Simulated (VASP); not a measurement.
Set up this calculation in VASP 6.6.1, as the native input.

| Property | Result |
| --- | --- |
| Task | single point |
| Functional | PBEsol |
| Potentials or basis | VASP PAW PBE potentials, release 64 (Pd) |
| Cutoff | 520 eV |
| k mesh | 20 × 20 × 20 |
| Occupations | gaussian, width 0.15 eV |
| Spin | no spin polarisation |
| Dipole correction | no |
| Further INCAR settings | ALGO = Fast; EDIFF = 1e-07; NBANDS = 11 |

The structure of Pd lies in POSCAR:

```
Pd
1.0
    0.0000000000      1.9935225000      1.8476550000
    1.9935225000      0.0000000000      1.8476550000
    1.9935225000      1.9935225000      0.0000000000
Pd
1
Direct
    0.0000000000      0.0000000000      0.0000000000
```

This cell differs from its parent crystal: strain +0.025 along x and y, -0.050 along z.

One way to write it, as run:

INCAR

```
SYSTEM = Pd
PREC = Accurate
ENCUT = 520
EDIFF = 1E-7
ISMEAR = 0
SIGMA = 0.15
LREAL = .False.
LASPH = .True.
NELM = 80
ALGO = Fast
ISIF = 2
LWAVE = .False.
LCHARG = .True.
GGA = PS
LELF = .True.
LVHAR = .True.
NBANDS = 11
```

KPOINTS

```
Automatic mesh
0
Gamma
  20 20 20
  0 0 0
```

Potentials or basis: VASP PAW PBE potentials, release 64 (Pd).

Launch:

```sh
$ cat potpaw_PBE.64/Pd/POTCAR > POTCAR
$ mpirun -np 1 vasp_std > vasp.out
```

It gave:

```
Pressure               : -1.8 GPa
Band gap on the k mesh : zero (bands 5 and 6 overlap by 1.81 eV)
```

Caveat: the cell differs from its parent crystal (strain +0.025 along x and y, -0.050 along z); the PAW data sets were made with another functional, which shifts forces and pressure a little.

It took 3.1 min on 1 thread of Intel Xeon 8259CL, with other jobs on the host, peak memory 0.22 GiB.
